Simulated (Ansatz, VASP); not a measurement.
**Two plane-wave programs on Cd2HgTe3**

```
Cd Hg Te
1.0
    -2.34617    2.34617    9.93337
     2.34617   -2.34617    9.93337
     2.34617    2.34617   -9.93337
Cd Hg Te
2 1 3
Direct
  0.66686 0.66686 0.00000
  0.33314 0.33314 0.00000
  0.00000 0.00000 0.00000
  0.58395 0.08395 0.50000
  0.25000 0.75000 0.50000
  0.91605 0.41605 0.50000
```

Alike in both runs: task single point; functional PBE; k mesh 6 × 6 × 6; occupations gaussian, width 0.1 eV; no spin polarisation.

|  | VASP | Ansatz |
| --- | --- | --- |
| version | VASP 6.6.1 | Ansatz 0.2.0 |
| potentials or method | VASP PAW PBE potentials, release 64 (Cd, Hg, Te), cutoff 520 eV | scalar-relativistic, plane waves, PAW |
| valence electrons in the cell | 54 | 108 |

Ansatz gave:

| Item | Value |
| --- | --- |
| gap on the k mesh at the Fermi level (eV) | none |
| pressure (GPa) | 0.0 |

Problem. Which values does VASP return?

Solution. gap on the k mesh at the Fermi level (eV): none; pressure (GPa): 0.1.

A gap of «none» marks a metal or a gap that the smearing closes. With one functional, cell and mesh, what is left measures potentials, basis and numerics. VASP's potentials hold 54 valence electrons a cell and Ansatz's 108, so a difference there can come from the potentials and not from the codes.

Spin-orbit coupling is off throughout.
